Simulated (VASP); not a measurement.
# MoSe2 (P6_3/mmc) in VASP: a series of runs

Runs on MoSe2. Level: PBEsol. Tasks: single point, relaxation of shape and atoms at fixed volume.

Everything below comes from runs of VASP 6.6.1. Logs are shortened: lines on timing, memory, paths and dates and some standing lists are left out, and cuts for length are marked.

### Step 1. The cell of the first run

The structure is hexagonal, space group P6_3/mmc (No. 194). Conventional cell: a = 3.258 Å, b = 3.258 Å, c = 12.802 Å, α = 90.00°, β = 90.00°, γ = 120.00°. Within 3.3 Å of Mo (site symmetry -6m2) lie 6 Se at 2.51 Å and 6 Mo at 3.26 Å. Se (site symmetry 3m) has 3 Mo at 2.51 Å and 7 Se at 3.26 to 3.33 Å within 3.4 Å.

### Step 2. Single point, PBEsol (19.61 Å³/atom)

Contents of INCAR:

```
SYSTEM = MoSe2
PREC = Accurate
ENCUT = 500
EDIFF = 1E-6
ISMEAR = 0
SIGMA = 0.02
LREAL = .False.
LASPH = .True.
NELM = 120
ALGO = Normal
ISIF = 2
LWAVE = .False.
LCHARG = .True.
GGA = PS
LELF = .True.
LVHAR = .True.
NBANDS = 35
GGA_COMPAT = .False.
```

Contents of KPOINTS:

```
Automatic mesh
0
Gamma
  9 9 2
  0 0 0
```

Contents of POSCAR:

```
MoSe2
1.0
    3.2577693484      0.0000000000      0.0000000000
   -1.6288846742      2.8213110153      0.0000000000
    0.0000000000      0.0000000000     12.8021791941
Mo Se
2 4
Direct
    0.3333333333      0.6666666667      0.2500000000
    0.6666666667      0.3333333333      0.7500000000
    0.3333333333      0.6666666667      0.6198536291
    0.6666666667      0.3333333333      0.1198536291
    0.3333333333      0.6666666667      0.8801463709
    0.6666666667      0.3333333333      0.3801463709
```

Potentials or basis: VASP PAW PBE potentials, release 64 (Mo_sv, Se).

Launch:

```bash
> cat potpaw_PBE.64/Mo_sv/POTCAR potpaw_PBE.64/Se/POTCAR > POTCAR
> mpirun -np 1 vasp_std > vasp.out
```

OUTCAR:

```text
SYSTEM = MoSe2
   PREC = Accurate
   ENCUT = 500
   EDIFF = 1E-6
   ISMEAR = 0
   LREAL = .False.
   LASPH = .True.
   NELM = 120
   ISIF = 2
   GGA = PS

 ion  position               nearest neighbor table
   1  0.333  0.667  0.250-   4 2.51   6 2.51   4 2.51   6 2.51   4 2.51   6 2.51
   2  0.667  0.333  0.750-   3 2.51   5 2.51   3 2.51   5 2.51   3 2.51   5 2.51
   3  0.333  0.667  0.620-   2 2.51   2 2.51   2 2.51
   4  0.667  0.333  0.120-   1 2.51   1 2.51   1 2.51
   5  0.333  0.667  0.880-   2 2.51   2 2.51   2 2.51
   6  0.667  0.333  0.380-   1 2.51   1 2.51   1 2.51

  LATTYP: Found a hexagonal cell.
 ALAT       =     3.2577693484
 C/A-ratio  =     3.9297377515

  Lattice vectors:

 A1 = (   3.2577693484,   0.0000000000,   0.0000000000)
 A2 = (  -1.6288846742,   2.8213110153,   0.0000000000)
 A3 = (   0.0000000000,   0.0000000000,  12.8021791941)

Analysis of symmetry for initial positions (statically):
=====================================================================
 Subroutine PRICEL returns:
 Original cell was already a primitive cell.

 Routine SETGRP: Setting up the symmetry group for a
 hexagonal supercell.

 Subroutine GETGRP returns: Found 24 space group operations
 (whereof 12 operations were pure point group operations)
 out of a pool of 24 trial point group operations.

The static configuration has the point symmetry D_3d.
 The point group associated with its full space group is D_6h.

Analysis of symmetry for dynamics (positions and initial velocities):
=====================================================================
 Subroutine PRICEL returns:
 Original cell was already a primitive cell.

 Routine SETGRP: Setting up the symmetry group for a
 hexagonal supercell.

 Subroutine GETGRP returns: Found 24 space group operations
 (whereof 12 operations were pure point group operations)
 out of a pool of 24 trial point group operations.

The dynamic configuration has the point symmetry D_3d.
 The point group associated with its full space group is D_6h.

 Subroutine INISYM returns: Found 24 space group operations
 (whereof 12 operations are pure point group operations),
 and found     1 'primitive' translations

----------------------------------------------------------------------------------------

                                     Primitive cell

  volume of cell :     117.6671

  direct lattice vectors                    reciprocal lattice vectors
     3.257769348  0.000000000  0.000000000     0.306958502  0.177222574  0.000000000
    -1.628884674  2.821311015  0.000000000     0.000000000  0.354445148  0.000000000
     0.000000000  0.000000000 12.802179194     0.000000000  0.000000000  0.078111702

  length of vectors
     3.257769348  3.257769348 12.802179194     0.354445148  0.354445148  0.078111702

  position of ions in fractional coordinates (direct lattice)
     0.333333333  0.666666667  0.250000000
     0.666666667  0.333333333  0.750000000
     0.333333333  0.666666667  0.619853629
     0.666666667  0.333333333  0.119853629
     0.333333333  0.666666667  0.880146371
     0.666666667  0.333333333  0.380146371

  ion indices of the primitive-cell ions
   primitive index   ion index
                 1           1
                 2           2
                 3           3
                 4           4
                 5           5
                 6           6

----------------------------------------------------------------------------------------

 KPOINTS: Automatic mesh

Automatic generation of k-mesh.
 Grid dimensions read from file:
 generate k-points for:    9    9    2

 Generating k-lattice:

  Cartesian coordinates                     Fractional coordinates (reciprocal lattice)
     0.034106500  0.019691397  0.000000000     0.111111111  0.000000000  0.000000000
     0.000000000  0.039382794  0.000000000     0.000000000  0.111111111  0.000000000
     0.000000000  0.000000000  0.039055851     0.000000000  0.000000000  0.500000000

  Length of vectors
     0.039382794  0.039382794  0.039055851

  Shift w.r.t. Gamma in fractional coordinates (k-lattice)
     0.000000000  0.000000000  0.000000000

 Subroutine IBZKPT returns following result:
 ===========================================

 Found     24 irreducible k-points:

 Following reciprocal coordinates:
            Coordinates               Weight
  0.000000  0.000000  0.000000      1.000000
  0.111111  0.000000  0.000000      6.000000
  0.222222 -0.000000  0.000000      6.000000
  0.333333  0.000000  0.000000      6.000000
  0.444444 -0.000000  0.000000      6.000000
  0.111111  0.111111  0.000000      6.000000
[... 16 lines left out ...]
  0.333333  0.222222  0.500000     12.000000
  0.333333  0.333333  0.500000      2.000000
   k-points           NKPTS =     24   k-points in BZ     NKDIM =     24   number of bands    NBANDS=     35
   number of dos      NEDOS =    301   number of ions     NIONS =      6
   total plane-waves  NPLWV =  55296
   dimension x,y,z NGX =    24 NGY =   24 NGZ =   96
   dimension x,y,z NGXF=    48 NGYF=   48 NGZF=  192
   ions per type =               2   4
   NGX,Y,Z   is equivalent  to a cutoff of  12.25, 12.25, 12.47 a.u.
   NGXF,Y,Z  is equivalent  to a cutoff of  24.49, 24.49, 24.93 a.u.
 SYSTEM =  MoSe2
   PREC   = accura    normal or accurate (medium, high low for compatibility)
   ISTART =      0    job   : 0-new  1-cont  2-samecut
   ICHARG =      2    charge: 1-file 2-atom 10-const
   ISPIN  =      1    spin polarized calculation?
   LNONCOLLINEAR =      F non collinear calculations
   LSORBIT =      F    spin-orbit coupling
   LASPH  =      T    aspherical Exc in radial PAW
   ENCUT  =  500.0 eV  36.75 Ry    6.06 a.u.   5.94  5.94 23.34*2*pi/ulx,y,z
   NELM   =    120;   NELMIN=  2; NELMDL= -5     # of ELM steps
   EDIFF  = 0.1E-05   stopping-criterion for ELM
   LREAL  =      F    real-space projection
[... 7 lines left out ...]
   TEBEG  =    0.0;   TEEND  =   0.0 temperature during run
   PSTRESS=    0.0 pullay stress
   NELECT =      52.0000    total number of electrons
   NUPDOWN=      -1.0000    fix difference up-down
   EMIN   =  10.00;   EMAX   =-10.00  energy-range for DOS
   EFERMI =   0.00;   METHOD = LEGACY
   ISMEAR =     0;   SIGMA  =   0.02  broadening in eV -4-tet -1-fermi 0-gaus
   EFERMI_NEDOS =   21; number of points for ismear=-14 and -15
   IALGO  =     38    algorithm
   IMIX   =      4    mixing-type and parameters
     AMIX     =   0.40;   BMIX     =  1.00
     AMIX_MAG =   1.60;   BMIX_MAG =  1.00
  volume/ion in A,a.u.               =      19.61       132.34
  Fermi-wavevector in a.u.,A,eV,Ry     =   1.246974  2.356440 21.156314  1.554945
  Thomas-Fermi vector in A             =   2.381128
   LORBIT       =      0    0 simple, 1 ext, 2 COOP (PROOUT), +10 PAW based schemes
   GGA     = PS    functional components
   LHFCALC =     F    Hartree Fock is set to
   AEXX    =    0.0000 exact exchange contribution
   IVDW    =     0    specifies the selected vdW correction
   LEPSILON=     F    determine dielectric tensor
   LRPA    =     F    only Hartree local field effects (RPA)
 non-spin polarized calculation
 Gauss-broadening in eV      SIGMA  =   0.02
  energy-cutoff  :      500.00
  volume of cell :      117.67
 maximum number of plane-waves:      3021
 NGX is ok and might be reduce to    24
   NGX = 11   NGY = 11   NGZ = 47

 number of electron      52.0000000 magnetization

 Free energy of the ion-electron system (eV)
  ---------------------------------------------------
  ext. energy  EPLUGINS =         0.00000000
  ---------------------------------------------------
  free energy    TOTEN  =       -43.24858385 eV

  energy without entropy =      -43.24858385  energy(sigma->0) =      -43.24858385

 E-fermi :   6.8822     XC(G=0): -11.0013

 val. band max:        6.6484206585   @ k =   0.0000   0.0000   0.0000
 cond. band min:       7.5140606747   @ k =   0.2222   0.1111   0.0000
 fundamental gap:      0.8656400162
 Fermi energy:         6.8822465318

 k-point     1 :       0.0000    0.0000    0.0000
  band No.  band energies     occupation
      1     -54.4167      2.00000
      2     -54.4167      2.00000
      3     -28.6380      2.00000
      4     -28.6379      2.00000
      5     -28.4119      2.00000
      6     -28.4119      2.00000
[... 27 lines left out ...]
     34       9.6244      0.00000
     35      12.0349      0.00000

 k-point     2 :       0.1111    0.0000    0.0000
  band No.  band energies     occupation
      1     -54.4134      2.00000
      2     -54.4134      2.00000
      3     -28.6305      2.00000
      4     -28.6305      2.00000
      5     -28.4475      2.00000
      6     -28.4475      2.00000
[... 27 lines left out ...]
     34       9.5870      0.00000
     35      12.9350      0.00000

 k-point     3 :       0.2222   -0.0000    0.0000
  band No.  band energies     occupation
      1     -54.4051      2.00000
      2     -54.4051      2.00000
      3     -28.6115      2.00000
      4     -28.6115      2.00000
      5     -28.5368      2.00000
      6     -28.5368      2.00000
[... 27 lines left out ...]
     34      10.1233      0.00000
     35      13.6782      0.00000
[... 723 lines left out ...]
 k-point    23 :       0.3333    0.2222    0.5000
  band No.  band energies     occupation
      1     -54.3866      2.00000
      2     -54.3866      2.00000
      3     -28.6656      2.00000
      4     -28.6656      2.00000
      5     -28.5694      2.00000
      6     -28.5694      2.00000
[... 27 lines left out ...]
     34      10.5752      0.00000
     35      12.8734      0.00000

 k-point    24 :       0.3333    0.3333    0.5000
  band No.  band energies     occupation
      1     -54.3850      2.00000
      2     -54.3850      2.00000
      3     -28.6368      2.00000
      4     -28.6368      2.00000
      5     -28.6012      2.00000
      6     -28.6012      2.00000
[... 27 lines left out ...]
     34      10.6884      0.00000
     35      12.9607      0.00000

------------------------ aborting loop because EDIFF is reached ----------------------------------------

  FORCE on cell =-STRESS in cart. coord.  units (eV):
  Direction    XX          YY          ZZ          XY          YZ          ZX
  --------------------------------------------------------------------------------------
  -------------------------------------------------------------------------------------
  Total        1.0085012      1.0085012      1.0974646      0.0000000      0.0000000      0.0000000
  in kB       13.7319370     13.7319370     14.9432788      0.0000000      0.0000000      0.0000000
  external PRESSURE =      14.1357176 kB  Pullay stress =       0.0000000 kB

 VOLUME and BASIS-vectors are now :
 -----------------------------------------------------------------------------
  energy-cutoff  :      500.00
  volume of cell :      117.67
      direct lattice vectors                 reciprocal lattice vectors
     3.257769348  0.000000000  0.000000000     0.306958502  0.177222574  0.000000000
    -1.628884674  2.821311015  0.000000000     0.000000000  0.354445148  0.000000000
     0.000000000  0.000000000 12.802179194     0.000000000  0.000000000  0.078111702

 POSITION                                       TOTAL-FORCE (eV/Angst)
 -----------------------------------------------------------------------------------
     -0.00000      1.88087      3.20054         0.000000     -0.000000     -0.000000
      1.62888      0.94044      9.60163        -0.000000      0.000000     -0.000000
     -0.00000      1.88087      7.93548        -0.000000     -0.000000     -0.047352
      1.62888      0.94044      1.53439        -0.000000     -0.000000     -0.047352
     -0.00000      1.88087     11.26779        -0.000000     -0.000000      0.047352
      1.62888      0.94044      4.86670        -0.000000     -0.000000      0.047352
 -----------------------------------------------------------------------------------
    total drift:                                0.000000     -0.000000      0.000000

  FREE ENERGIE OF THE ION-ELECTRON SYSTEM (eV)
  ---------------------------------------------------
  free  energy   TOTEN  =       -43.2485838508 eV

  energy  without entropy=      -43.2485838508  energy(sigma->0) =      -43.24858385
```

Run time: 70 s. Hardware: 1 thread of Intel Xeon Platinum 8259CL at 2.50GHz (Skylake/Cascade Lake), shared host; peak memory 0.26 GiB.

What came out:

```
Free energy            : -43.2486 eV
Pressure               : 1.4 GPa
Largest force          : 0.047 eV/Å
Band gap on the k mesh : 0.87 eV (least direct gap 1.51 eV)
```

Forces on the atoms (eV/Å):
```
Mo   0.000  0.000  0.000
Mo   0.000  0.000  0.000
Se   0.000  0.000 -0.047
Se   0.000  0.000 -0.047
Se   0.000  0.000  0.047
Se   0.000  0.000  0.047
```

Stress tensor (GPa, compression positive):
```
1.37 0.00 0.00
0.00 1.37 0.00
0.00 0.00 1.49
```

Levels at points of the mesh, in eV from the valence-band top:
```tsv
k point	band 24	band 25	band 26	band 27	band 28	band 29
(0.00, 0.00, 0.00)	-1.23	-0.75	0.00	2.57	2.57	2.64
(0.00, 0.00, 0.50)	-1.50	-0.18	-0.18	2.59	2.59	2.59
```

Caveat: the PAW data sets were made with another functional, which shifts forces and pressure a little; this functional lacks dispersion, which binds layers or chains, so the pressure and a relaxed spacing across them are unreliable. A k mesh can miss the band edges.

### Step 3. Relaxation of shape and atoms at fixed volume, PBEsol (19.61 Å³/atom)

Contents of INCAR:

```
SYSTEM = MoSe2
ALGO = Normal ; EDIFF = 1E-7
EDIFFG = -0.01 ; ENCUT = 500
GGA = PS ; GGA_COMPAT = .False.
IBRION = 2 ; ISIF = 4
ISMEAR = 0 ; LASPH = .True.
LCHARG = .False. ; LREAL = .False.
LWAVE = .False. ; NELM = 120
NELMIN = 4 ; NSW = 50
PREC = Accurate ; SIGMA = 0.02
```

Contents of KPOINTS:

```
k-points
0
Gamma
  9 9 2
  0 0 0
```

Contents of POSCAR:

```
MoSe2
1.0
    3.2354613009      0.0000000000      0.0000000000
   -1.6177306505      2.8019916796      0.0000000000
    0.0000000000      0.0000000000     12.9793262225
Mo Se
2 4
Direct
    0.3333333333      0.6666666667      0.2500000000
    0.6666666667      0.3333333333      0.7500000000
    0.3333333333      0.6666666667      0.6230235181
    0.6666666667      0.3333333333      0.1230235181
    0.3333333333      0.6666666667      0.8769764819
    0.6666666667      0.3333333333      0.3769764819
```

Potentials or basis: VASP PAW PBE potentials, release 64 (Mo_sv, Se).

Launch:

```bash
> cat potpaw_PBE.64/Mo_sv/POTCAR potpaw_PBE.64/Se/POTCAR > POTCAR
> mpirun -np 1 vasp_std > vasp.out
```

It took 3.7 min on 1 thread of Intel Xeon Platinum 8259CL at 2.50GHz (Skylake/Cascade Lake), shared host; peak memory 0.26 GiB.

It converged, with:

```
Free energy                  : -43.2488 eV
Energy gained by relaxing    : 7.3 meV/atom
Ionic steps                  : 5
Pressure after relaxing      : 1.2 GPa
Largest force after relaxing : 0.010 eV/Å
Band gap on the k mesh       : 0.86 eV (least direct gap 1.50 eV)
```

Forces on the atoms (eV/Å):
```
Mo   0.000  0.000  0.000
Mo   0.000  0.000  0.000
Se   0.000  0.000 -0.010
Se   0.000  0.000 -0.010
Se   0.000  0.000  0.010
Se   0.000  0.000  0.010
```

Stress tensor (GPa, compression positive):
```
1.13 0.00 0.00
0.00 1.13 0.00
0.00 0.00 1.22
```

Step by step:
```
step  energy change (eV)  largest force (eV/Å)  pressure (GPa)  volume (Å³)
   1              0.0000                0.5437            4.71       117.67
   2             -0.0272                0.0171            2.28       117.67
   3             -0.0273                0.0484            2.43       117.67
   4             -0.0388                0.0317            1.85       117.67
   5             -0.0437                0.0096            1.16       117.67
```

Final structure:
```cif
data_structure
_symmetry_space_group_name_H-M 'P 1'
_symmetry_Int_Tables_number 1
_cell_length_a 3.2596
_cell_length_b 3.2596
_cell_length_c 12.7876
_cell_angle_alpha 90.000
_cell_angle_beta 90.000
_cell_angle_gamma 120.000
_cell_volume 117.67
loop_
_atom_site_label
_atom_site_type_symbol
_atom_site_fract_x
_atom_site_fract_y
_atom_site_fract_z
_atom_site_occupancy
Mo1 Mo 0.33333 0.66667 0.25000 1
Mo2 Mo 0.66667 0.33333 0.75000 1
Se1 Se 0.33333 0.66667 0.61960 1
Se2 Se 0.66667 0.33333 0.11960 1
Se3 Se 0.33333 0.66667 0.88040 1
Se4 Se 0.66667 0.33333 0.38040 1
```

Levels at points of the mesh, in eV from the valence-band top:
```tsv
k point	band 23	band 24	band 25	band 26	band 27	band 28	band 29	band 30
(0.00, 0.00, 0.00)	-1.48	-1.23	-0.74	0.00	2.55	2.55	2.63	2.63
(0.00, 0.00, 0.50)	-1.50	-1.50	-0.18	-0.18	2.57	2.57	2.57	2.57
```

Caveat: the PAW data sets were made with another functional, which shifts forces and pressure a little; this functional lacks dispersion, which binds layers or chains, so the pressure and a relaxed spacing across them are unreliable. A k mesh can miss the band edges.
